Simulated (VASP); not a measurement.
# Ru4Rh in VASP: single point with LDA

Aim: the single point of Ru4Rh with LDA.

Program: VASP 6.6.1. These are calculated values, not measurements. Logs are shortened: lines on timing, memory, paths and dates and some standing lists are left out, and cuts for length are marked.

### Step 1. The cell of the first run

The cell holds a slab with vacuum, 5 atoms: a = 2.675 Å, b = 2.675 Å, c = 24.449 Å, α = 90.00°, β = 90.00°, γ = 120.00°.

### Step 2. Single point, LDA

INCAR reads:

```
SYSTEM = Ru4Rh
PREC = Accurate
ENCUT = 520
EDIFF = 1E-6
ISMEAR = -1
SIGMA = 0.1
LREAL = .FALSE.
LASPH = .TRUE.
NELM = 80
ALGO = Normal
ISIF = 2
LWAVE = .FALSE.
LCHARG = .FALSE.
LDIPOL = .TRUE.
IDIPOL = 3
DIPOL = 0.5 0.5 0.500
NBANDS = 44
```

KPOINTS reads:

```
regular mesh
0
G
  14 14 1
  0 0 0
```

POSCAR reads:

```
Ru4Rh
1.0
    2.6752522144      0.0000000000      0.0000000000
   -1.3376261072      2.3168363792      0.0000000000
    0.0000000000      0.0000000000     24.4488000000
Ru Rh
4 1
Direct
    0.0000000000      0.0000000000      0.3298286216
    0.3333333333      0.6666666667      0.4130118673
    0.3333333333      0.6666666667      0.5869881316
    0.0000000000      0.0000000000      0.6701713788
    0.0000000000      0.0000000000      0.5000000005
```

Potentials or basis: VASP PAW LDA potentials, release 64 (Ru_pv, Rh_pv).

Command:

```sh
$ cat potpaw_LDA.64/Ru_pv/POTCAR potpaw_LDA.64/Rh_pv/POTCAR > POTCAR
$ mpirun -np 1 vasp_std > vasp.out
```

OUTCAR:

```text
SYSTEM = Ru4Rh
   PREC = Accurate
   ENCUT = 520
   EDIFF = 1E-6
   ISMEAR = -1
   LREAL = .FALSE.
   LASPH = .TRUE.
   NELM = 80
   ISIF = 2

 ion  position               nearest neighbor table
   1  0.000  0.000  0.330-   2 2.55   2 2.55   2 2.55
   2  0.333  0.667  0.413-   1 2.55   1 2.55   1 2.55   5 2.63   5 2.63   5 2.63
   3  0.333  0.667  0.587-   4 2.55   4 2.55   4 2.55   5 2.63   5 2.63   5 2.63
   4  0.000  0.000  0.670-   3 2.55   3 2.55   3 2.55
   5  0.000  0.000  0.500-   3 2.63   3 2.63   3 2.63   2 2.63   2 2.63   2 2.63

  LATTYP: Found a hexagonal cell.
 ALAT       =     2.6752522144
 C/A-ratio  =     9.1388766519

  Lattice vectors:

 A1 = (   2.6752522144,   0.0000000000,   0.0000000000)
 A2 = (  -1.3376261072,   2.3168363792,   0.0000000000)
 A3 = (   0.0000000000,   0.0000000000,  24.4488000000)

Analysis of symmetry for initial positions (statically):
=====================================================================
 Subroutine PRICEL returns:
 Original cell was already a primitive cell.

 Routine SETGRP: Setting up the symmetry group for a
 hexagonal supercell.

 Subroutine GETGRP returns: Found 12 space group operations
 (whereof 12 operations were pure point group operations)
 out of a pool of 24 trial point group operations.

The static configuration has the point symmetry D_3h.

Analysis of symmetry for dynamics (positions and initial velocities):
=====================================================================
 Subroutine PRICEL returns:
 Original cell was already a primitive cell.

 Routine SETGRP: Setting up the symmetry group for a
 hexagonal supercell.

 Subroutine GETGRP returns: Found 12 space group operations
 (whereof 12 operations were pure point group operations)
 out of a pool of 24 trial point group operations.

The dynamic configuration has the point symmetry D_3h.

 Subroutine INISYM returns: Found 12 space group operations
 (whereof 12 operations are pure point group operations),
 and found     1 'primitive' translations

----------------------------------------------------------------------------------------

                                     Primitive cell

  volume of cell :     151.5366

  direct lattice vectors                    reciprocal lattice vectors
     2.675252214  0.000000000  0.000000000     0.373796532  0.215811528  0.000000000
    -1.337626107  2.316836379  0.000000000     0.000000000  0.431623057  0.000000000
[... 97 lines left out ...]
   ISYM   =      2    0-nonsym 1-usesym 2-fastsym
   POTIM  = 0.5000    time-step for ionic-motion
   TEBEG  =    0.0;   TEEND  =   0.0 temperature during run
   PSTRESS=    0.0 pullay stress
   NELECT =      71.0000    total number of electrons
   NUPDOWN=      -1.0000    fix difference up-down
   EMIN   =  10.00;   EMAX   =-10.00  energy-range for DOS
   EFERMI =   0.00;   METHOD = LEGACY
   ISMEAR =    -1;   SIGMA  =   0.10  broadening in eV -4-tet -1-fermi 0-gaus
   EFERMI_NEDOS =   21; number of points for ismear=-14 and -15
   IALGO  =     38    algorithm
   IMIX   =      4    mixing-type and parameters
     AMIX     =   0.40;   BMIX     =  1.00
     AMIX_MAG =   1.60;   BMIX_MAG =  1.00
  volume/ion in A,a.u.               =      30.31       204.52
  Fermi-wavevector in a.u.,A,eV,Ry     =   1.271516  2.402816 21.997249  1.616752
  Thomas-Fermi vector in A             =   2.404445
   LORBIT       =      0    0 simple, 1 ext, 2 COOP (PROOUT), +10 PAW based schemes
   GGA     = CA    functional components
   LHFCALC =     F    Hartree Fock is set to
   AEXX    =    0.0000 exact exchange contribution
   IVDW    =     0    specifies the selected vdW correction
   LEPSILON=     F    determine dielectric tensor
   LRPA    =     F    only Hartree local field effects (RPA)
 non-spin polarized calculation
  energy-cutoff  :      520.00
  volume of cell :      151.54
 maximum number of plane-waves:      4143
 NGX is ok and might be reduce to    20
   NGX =  9   NGY =  9   NGZ = 91

 number of electron      70.9999998 magnetization

 dipolmoment           0.000000      0.000000      0.000000 electrons x Angstroem

 Free energy of the ion-electron system (eV)
  ---------------------------------------------------
  ext. energy  EPLUGINS =         0.00000000
  ---------------------------------------------------
  free energy    TOTEN  =       -49.07572094 eV

  energy without entropy =      -48.87212871  energy(sigma->0) =      -48.97392482

 E-fermi :   2.7740     XC(G=0):  -7.1711

 val. band max:        2.7608647590   @ k =   0.2143   0.1429   0.0000
 cond. band min:       2.7851950986   @ k =   0.3571   0.1429   0.0000
 fundamental gap:      0.0243303395
 Fermi energy:         2.7739589681

 k-point     1 :       0.0000    0.0000    0.0000
  band No.  band energies     occupation
      1     -44.1736      2.00000
      2     -43.6792      2.00000
      3     -43.6792      2.00000
      4     -40.6526      2.00000
      5     -40.6170      2.00000
      6     -39.9043      2.00000
[... 1117 lines left out ...]
     43      10.3579      0.00000
     44      10.6603      0.00000

------------------------ aborting loop because EDIFF is reached ----------------------------------------

 vacuum level on the upper side and lower side of the slab       (xc-potential included)        -0.130        -0.130

  FORCE on cell =-STRESS in cart. coord.  units (eV):
  Direction    XX          YY          ZZ          XY          YZ          ZX
  --------------------------------------------------------------------------------------
  -------------------------------------------------------------------------------------
  Total       -2.8212357     -2.8212357      1.2368873      0.0000000      0.0000000      0.0000000
  in kB      -29.8285618    -29.8285618     13.0774501      0.0000000      0.0000000      0.0000000
  external PRESSURE =     -15.5265578 kB  Pullay stress =       0.0000000 kB

 VOLUME and BASIS-vectors are now :
 -----------------------------------------------------------------------------
  energy-cutoff  :      520.00
  volume of cell :      151.54
      direct lattice vectors                 reciprocal lattice vectors
     2.675252214  0.000000000  0.000000000     0.373796532  0.215811528  0.000000000
    -1.337626107  2.316836379  0.000000000     0.000000000  0.431623057  0.000000000
     0.000000000  0.000000000 24.448800000     0.000000000  0.000000000  0.040901803

 POSITION                                       TOTAL-FORCE (eV/Angst)
 -----------------------------------------------------------------------------------
      0.00000      0.00000      8.06391         0.000000      0.000000      0.028450
     -0.00000      1.54456     10.09764        -0.000000     -0.000000     -0.359255
     -0.00000      1.54456     14.35116        -0.000000     -0.000000      0.359255
      0.00000      0.00000     16.38489         0.000000      0.000000     -0.028450
      0.00000      0.00000     12.22440        -0.000000     -0.000000     -0.000000
 -----------------------------------------------------------------------------------
    total drift:                                0.000000     -0.000000      0.000011

  FREE ENERGIE OF THE ION-ELECTRON SYSTEM (eV)
  ---------------------------------------------------
  free  energy   TOTEN  =       -49.0757209375 eV

  energy  without entropy=      -48.8721287057  energy(sigma->0) =      -48.97392482

 vacuum level on the upper side and lower side of the slab         8.019         8.019
```

OSZICAR:

```text
N       E                     dE             d eps       ncg     rms          rms(c)
DAV:   1     0.793100093050E+03    0.79310E+03   -0.44994E+04  2520   0.158E+03
DAV:   2    -0.288290030413E+02   -0.82193E+03   -0.80006E+03  2284   0.486E+02
DAV:   3    -0.519781818667E+02   -0.23149E+02   -0.22252E+02  2524   0.849E+01
[... 17 lines left out ...]
DAV:  21    -0.490757045995E+02   -0.92672E-05   -0.44614E-07  1304   0.166E-03    0.115E-03
DAV:  22    -0.490757174284E+02   -0.12829E-04   -0.12127E-06  1324   0.170E-03    0.985E-04
DAV:  23    -0.490757193580E+02   -0.19296E-05   -0.11593E-07  1276   0.722E-04    0.718E-04
DAV:  24    -0.490757206475E+02   -0.12895E-05   -0.86854E-08  1236   0.549E-04    0.153E-04
DAV:  25    -0.490757209375E+02   -0.29000E-06   -0.22037E-08  1136   0.285E-04
   1 F= -.49075721E+02 E0= -.48973925E+02  d E =-.203592E+00
```

Run time: 3.2 min. Hardware: 1 thread of AMD EPYC 7R13 (Zen 3), shared host; peak memory 0.26 GiB.

What came out:

- Free energy: -49.0757 eV
- Largest force: 0.359 eV/Å
- Band gap on the k mesh: zero (an odd number of electrons rules out a gap without spin polarisation)

Forces on the atoms (eV/Å):
```
Ru   0.000  0.000  0.028
Ru   0.000  0.000 -0.359
Ru   0.000  0.000  0.359
Ru   0.000  0.000 -0.028
Rh   0.000  0.000  0.000
```

The gap in the log of VASP goes by the Fermi energy; the results here count the filled bands.